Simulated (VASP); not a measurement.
Ga, 2 atoms in the cell. It takes space group P2_1/m (No. 11, monoclinic). The conventional cell has a = 2.741 Å, b = 3.237 Å, c = 4.153 Å, α = 90.00°, β = 108.61°, γ = 90.00°. Within 3.5 Å of Ga (site symmetry m) lie 10 Ga at 2.67 to 3.24 Å. 

```yaml
Program: VASP 6.6.1
Task: single point
Functional: LDA
Potentials_or_basis: VASP PAW LDA potentials, release 64 (Ga_d)
Cutoff: 520 eV
k_mesh: 10 × 8 × 7
Occupations: fermi-dirac, width 0.05 eV
Spin: no spin polarisation
Dipole_correction: no
Further_INCAR_settings: ALGO = Fast; EDIFF = 1e-07; NBANDS = 20
```

Potentials or basis: VASP PAW LDA potentials, release 64 (Ga_d).

Launch:

```sh
$ cat potpaw_LDA.64/Ga_d/POTCAR > POTCAR
$ mpirun -np 1 vasp_std > vasp.out
```

Hardware: 1 thread of Intel(R) Xeon(R) 6975P-C (Granite Rapids), on a shared host.

**Question.** How long does it take, and how much memory?

**Answer.** Wall time 38 s on 1 thread of Intel(R) Xeon(R) 6975P-C (Granite Rapids) (shared host), peak memory 0.2 GiB. Counts: scf iterations 13, k points 180.
